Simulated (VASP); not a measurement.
# InSb3 in VASP: a series of runs

Runs on InSb3. Level: PBE+D3(BJ). Tasks: single point.

Everything below comes from runs of VASP 6.6.1. Logs are shortened: lines on timing, memory, paths and dates and some standing lists are left out, and cuts for length are marked.

## (1) The cell of the first run

The structure is cubic, space group Pm-3m (No. 221). The conventional cell has a = 4.923 Å, b = 4.923 Å, c = 4.923 Å, α = 90.00°, β = 90.00°, γ = 90.00°. In (site symmetry m-3m) has 12 Sb at 3.48 Å within 4.6 Å. Within 4.6 Å of Sb (site symmetry 4/mmm) lie 4 In at 3.48 Å and 8 Sb at 3.48 Å.

## (2) Single point, PBE+D3(BJ) (strain +0.040 along x and y, +0.040 along z)

File INCAR:

```
PREC = Accurate
ENCUT = 520
EDIFF = 1E-6
ISMEAR = 0
SIGMA = 0.15
LREAL = F
LASPH = T
NELM = 80
ALGO = Normal
ISIF = 2
LWAVE = F
LCHARG = T
GGA = PE
IVDW = 12
LELF = T
LVHAR = T
NBANDS = 22
```

File KPOINTS:

```
regular mesh
0
Gamma
  10 10 10
```

File POSCAR:

```
InSb3
1.0
    4.9226455469      0.0000000000      0.0000000000
    0.0000000000      4.9226455469      0.0000000000
    0.0000000000      0.0000000000      4.9226455469
In Sb
1 3
Direct
    0.0000000000      0.0000000000      0.0000000000
    0.5000000000      0.0000000000      0.5000000000
    0.0000000000      0.5000000000      0.5000000000
    0.5000000000      0.5000000000      0.0000000000
```

Potentials or basis: VASP PAW PBE potentials, release 64 (In_d, Sb).

Command:

```bash
$ cat potpaw_PBE.64/In_d/POTCAR potpaw_PBE.64/Sb/POTCAR > POTCAR
$ mpirun -np 1 vasp_std > vasp.out
```

OUTCAR:

```text
PREC = Accurate
   ENCUT = 520
   EDIFF = 1E-6
   ISMEAR = 0
   LREAL = F
   LASPH = T
   NELM = 80
   ISIF = 2
   GGA = PE
   IVDW = 12
 IVDW          = 12

 ion  position               nearest neighbor table
   1  0.000  0.000  0.000-   2 3.48   3 3.48   4 3.48   2 3.48   3 3.48   3 3.48   4 3.48   3 3.48
                             2 3.48   4 3.48   2 3.48   4 3.48
   2  0.500  0.000  0.500-   1 3.48   3 3.48   4 3.48   1 3.48   4 3.48   3 3.48   4 3.48   4 3.48
                             1 3.48   3 3.48   1 3.48   3 3.48
   3  0.000  0.500  0.500-   1 3.48   2 3.48   4 3.48   1 3.48   4 3.48   1 3.48   2 3.48   1 3.48
                             2 3.48   4 3.48   4 3.48   2 3.48
   4  0.500  0.500  0.000-   1 3.48   2 3.48   3 3.48   2 3.48   3 3.48   1 3.48   2 3.48   2 3.48
                             1 3.48   3 3.48   3 3.48   1 3.48

  LATTYP: Found a simple cubic cell.
 ALAT       =     4.9226455469

  Lattice vectors:

 A1 = (   4.9226455469,   0.0000000000,   0.0000000000)
 A2 = (   0.0000000000,   4.9226455469,   0.0000000000)
 A3 = (   0.0000000000,   0.0000000000,   4.9226455469)

Analysis of symmetry for initial positions (statically):
=====================================================================
 Subroutine PRICEL returns:
 Original cell was already a primitive cell.

 Routine SETGRP: Setting up the symmetry group for a
 simple cubic supercell.

 Subroutine GETGRP returns: Found 48 space group operations
 (whereof 48 operations were pure point group operations)
 out of a pool of 48 trial point group operations.

The static configuration has the point symmetry O_h .

Analysis of symmetry for dynamics (positions and initial velocities):
=====================================================================
 Subroutine PRICEL returns:
 Original cell was already a primitive cell.

 Routine SETGRP: Setting up the symmetry group for a
 simple cubic supercell.

 Subroutine GETGRP returns: Found 48 space group operations
 (whereof 48 operations were pure point group operations)
 out of a pool of 48 trial point group operations.

The dynamic configuration has the point symmetry O_h .

 Subroutine INISYM returns: Found 48 space group operations
 (whereof 48 operations are pure point group operations),
 and found     1 'primitive' translations

----------------------------------------------------------------------------------------

                                     Primitive cell

  volume of cell :     119.2877

  direct lattice vectors                    reciprocal lattice vectors
     4.922645547  0.000000000  0.000000000     0.203142800  0.000000000  0.000000000
     0.000000000  4.922645547  0.000000000     0.000000000  0.203142800  0.000000000
     0.000000000  0.000000000  4.922645547     0.000000000  0.000000000  0.203142800

  length of vectors
     4.922645547  4.922645547  4.922645547     0.203142800  0.203142800  0.203142800

  position of ions in fractional coordinates (direct lattice)
     0.000000000  0.000000000  0.000000000
     0.500000000  0.000000000  0.500000000
     0.000000000  0.500000000  0.500000000
     0.500000000  0.500000000  0.000000000

  ion indices of the primitive-cell ions
   primitive index   ion index
                 1           1
                 2           2
                 3           3
                 4           4

----------------------------------------------------------------------------------------

 KPOINTS: regular mesh

Automatic generation of k-mesh.
 Grid dimensions read from file:
 generate k-points for:   10   10   10

 Generating k-lattice:

  Cartesian coordinates                     Fractional coordinates (reciprocal lattice)
     0.020314280  0.000000000  0.000000000     0.100000000  0.000000000  0.000000000
     0.000000000  0.020314280  0.000000000     0.000000000  0.100000000  0.000000000
     0.000000000  0.000000000  0.020314280     0.000000000  0.000000000  0.100000000

  Length of vectors
     0.020314280  0.020314280  0.020314280

  Shift w.r.t. Gamma in fractional coordinates (k-lattice)
     0.000000000  0.000000000  0.000000000

 Subroutine IBZKPT returns following result:
 ===========================================

 Found     56 irreducible k-points:

 Following reciprocal coordinates:
            Coordinates               Weight
  0.000000  0.000000  0.000000      1.000000
  0.100000  0.000000  0.000000      6.000000
  0.200000  0.000000  0.000000      6.000000
  0.300000  0.000000  0.000000      6.000000
  0.400000  0.000000  0.000000      6.000000
  0.500000  0.000000  0.000000      3.000000
[... 16 lines left out ...]
  0.200000  0.100000  0.100000     24.000000
  0.300000  0.100000  0.100000     24.000000
 [... further k-points ...]
   k-points           NKPTS =     56   k-points in BZ     NKDIM =     56   number of bands    NBANDS=     22
   number of dos      NEDOS =    301   number of ions     NIONS =      4
   total plane-waves  NPLWV =  64000
   dimension x,y,z NGX =    40 NGY =   40 NGZ =   40
   dimension x,y,z NGXF=    80 NGYF=   80 NGZF=   80
   ions per type =               1   3
   NGX,Y,Z   is equivalent  to a cutoff of  13.51, 13.51, 13.51 a.u.
   NGXF,Y,Z  is equivalent  to a cutoff of  27.02, 27.02, 27.02 a.u.
 SYSTEM =  unknown system
   PREC   = accura    normal or accurate (medium, high low for compatibility)
   ISTART =      0    job   : 0-new  1-cont  2-samecut
   ICHARG =      2    charge: 1-file 2-atom 10-const
   ISPIN  =      1    spin polarized calculation?
   LNONCOLLINEAR =      F non collinear calculations
   LSORBIT =      F    spin-orbit coupling
   LASPH  =      T    aspherical Exc in radial PAW
   ENCUT  =  520.0 eV  38.22 Ry    6.18 a.u.   9.15  9.15  9.15*2*pi/ulx,y,z
   NELM   =     80;   NELMIN=  2; NELMDL= -5     # of ELM steps
   EDIFF  = 0.1E-05   stopping-criterion for ELM
   LREAL  =      F    real-space projection
   EDIFFG = 0.1E-04   stopping-criterion for IOM
   NSW    =      0    number of steps for IOM
   IBRION =     -1    ionic relax: 0-MD 1-quasi-New 2-CG
   NFREE  =      0    steps in history (QN), initial steepest desc. (CG)
   ISIF   =      2    stress and relaxation
   ISYM   =      2    0-nonsym 1-usesym 2-fastsym
   POTIM  = 0.5000    time-step for ionic-motion
   TEBEG  =    0.0;   TEEND  =   0.0 temperature during run
   PSTRESS=    0.0 pullay stress
   NELECT =      28.0000    total number of electrons
   NUPDOWN=      -1.0000    fix difference up-down
   EMIN   =  10.00;   EMAX   =-10.00  energy-range for DOS
   EFERMI =   0.00;   METHOD = LEGACY
   ISMEAR =     0;   SIGMA  =   0.15  broadening in eV -4-tet -1-fermi 0-gaus
   EFERMI_NEDOS =   21; number of points for ismear=-14 and -15
   IALGO  =     38    algorithm
   IMIX   =      4    mixing-type and parameters
     AMIX     =   0.40;   BMIX     =  1.00
     AMIX_MAG =   1.60;   BMIX_MAG =  1.00
  volume/ion in A,a.u.               =      29.82       201.25
  Fermi-wavevector in a.u.,A,eV,Ry     =   1.009863  1.908364 13.875526  1.019822
  Thomas-Fermi vector in A             =   2.142817
   LORBIT       =      0    0 simple, 1 ext, 2 COOP (PROOUT), +10 PAW based schemes
   GGA     = PE    functional components
   LHFCALC =     F    Hartree Fock is set to
   AEXX    =    0.0000 exact exchange contribution
   IVDW    =    12    specifies the selected vdW correction
   LEPSILON=     F    determine dielectric tensor
   LRPA    =     F    only Hartree local field effects (RPA)
 non-spin polarized calculation
 Gauss-broadening in eV      SIGMA  =   0.15
  energy-cutoff  :      520.00
  volume of cell :      119.29
 maximum number of plane-waves:      3229
 NGX is ok and might be reduce to    40
   NGX = 19   NGY = 19   NGZ = 19

 number of electron      27.9999997 magnetization

 Free energy of the ion-electron system (eV)
  ---------------------------------------------------
  ext. energy  EPLUGINS =         0.00000000
  ---------------------------------------------------
  free energy    TOTEN  =       -14.18359556 eV

  energy without entropy =      -14.16249747  energy(sigma->0) =      -14.17304652

 E-fermi :   6.9110     XC(G=0):  -9.7465

 val. band max:        6.8623601438   @ k =   0.3000   0.1000   0.0000
 cond. band min:       6.9568641225   @ k =   0.4000   0.4000   0.2000
 fundamental gap:      0.0945039788
 Fermi energy:         6.9109817642

 k-point     1 :       0.0000    0.0000    0.0000
  band No.  band energies     occupation
      1      -7.4783      2.00000
      2      -7.4783      2.00000
      3      -7.4673      2.00000
      4      -7.4673      2.00000
      5      -7.4673      2.00000
      6      -4.7002      2.00000
[... 14 lines left out ...]
     21      11.7468      0.00000
     22      12.1328      0.00000

 k-point     2 :       0.1000    0.0000    0.0000
  band No.  band energies     occupation
      1      -7.4779      2.00000
      2      -7.4772      2.00000
      3      -7.4680      2.00000
      4      -7.4680      2.00000
      5      -7.4673      2.00000
      6      -4.6442      2.00000
[... 14 lines left out ...]
     21      12.1070      0.00000
     22      12.1800      0.00000

 k-point     3 :       0.2000    0.0000    0.0000
  band No.  band energies     occupation
      1      -7.4770      2.00000
      2      -7.4742      2.00000
      3      -7.4700      2.00000
      4      -7.4700      2.00000
      5      -7.4672      2.00000
      6      -4.4778      2.00000
[... 14 lines left out ...]
     21      12.2827      0.00000
     22      12.3150      0.00000
[... 476 lines left out ...]
 k-point    23 :       0.2000    0.1000    0.1000
  band No.  band energies     occupation
      1      -7.4752      2.00000
      2      -7.4731      2.00000
      3      -7.4711      2.00000
      4      -7.4707      2.00000
      5      -7.4687      2.00000
      6      -4.3662      2.00000
[... 14 lines left out ...]
     21      12.3757      0.00000
     22      12.4577      0.00000

 k-point    24 :       0.3000    0.1000    0.1000
  band No.  band energies     occupation
      1      -7.4744      2.00000
      2      -7.4739      2.00000
      3      -7.4730      2.00000
      4      -7.4695      2.00000
      5      -7.4684      2.00000
      6      -4.0981      2.00000
[... 14 lines left out ...]
     21      11.9430      0.00000
     22      12.6684      0.00000

 [... further k-points ...]

------------------------ aborting loop because EDIFF is reached ----------------------------------------

 Edisp (eV)   -1.70024

 E8    (eV) :    -0.7999

  FORCE on cell =-STRESS in cart. coord.  units (eV):
  Direction    XX          YY          ZZ          XY          YZ          ZX
  --------------------------------------------------------------------------------------
  -------------------------------------------------------------------------------------
  Total      -3.90605    -3.90605    -3.90605    -0.00000    -0.00000     0.00000
  in kB     -52.46298   -52.46298   -52.46298    -0.00000    -0.00000     0.00000
  external pressure =      -52.46 kB  Pullay stress =        0.00 kB

 VOLUME and BASIS-vectors are now :
 -----------------------------------------------------------------------------
  energy-cutoff  :      520.00
  volume of cell :      119.29
      direct lattice vectors                 reciprocal lattice vectors
     4.922645547  0.000000000  0.000000000     0.203142800  0.000000000  0.000000000
     0.000000000  4.922645547  0.000000000     0.000000000  0.203142800  0.000000000
     0.000000000  0.000000000  4.922645547     0.000000000  0.000000000  0.203142800

 POSITION                                       TOTAL-FORCE (eV/Angst)
 -----------------------------------------------------------------------------------
      0.00000      0.00000      0.00000         0.000000      0.000000      0.000000
      2.46132      0.00000      2.46132         0.000000      0.000000      0.000000
      0.00000      2.46132      2.46132         0.000000      0.000000      0.000000
      2.46132      2.46132      0.00000         0.000000      0.000000      0.000000
 -----------------------------------------------------------------------------------
    total drift:                                0.000000     -0.000000     -0.000000

  FREE ENERGIE OF THE ION-ELECTRON SYSTEM (eV)
  ---------------------------------------------------
  free  energy   TOTEN  =       -15.8838359888 eV

  energy  without entropy=      -15.8627378919  energy(sigma->0) =      -15.87328694
```

It took 38 s on 1 thread of Intel Xeon 6975P-C (Granite Rapids), shared host; peak memory 0.33 GiB.

Results:

* Free energy: -15.8838 eV
* Pressure: -5.2 GPa
* Band gap on the k mesh: zero (bands 14 and 15 overlap by 4.17 eV)
* Dispersion energy per atom: -0.425 eV

Levels at points of the mesh, in eV from the Fermi level:
```
           k point  band 11  band 12  band 13  band 14  band 15  band 16  band 17  band 18
(0.00, 0.00, 0.00)    -3.88    -3.50     0.48     0.48     0.48     1.72     1.72     1.72
(0.50, 0.00, 0.00)    -2.61    -1.82    -1.82    -0.91    -0.67     1.73     2.05     2.05
(0.50, 0.50, 0.00)    -1.51    -1.51    -1.15    -0.94    -0.94    -0.48     1.24     3.03
(0.50, 0.50, 0.50)    -4.50    -4.50    -4.50     3.23     3.23     3.30     3.30     3.30
```

Caveat: the cell differs from its parent crystal (strain +0.040 along x and y, +0.040 along z); the cell stands under tension; spin-orbit coupling is left out, which moves the levels of the heavy elements.

(Continued in part 2 of 2.)
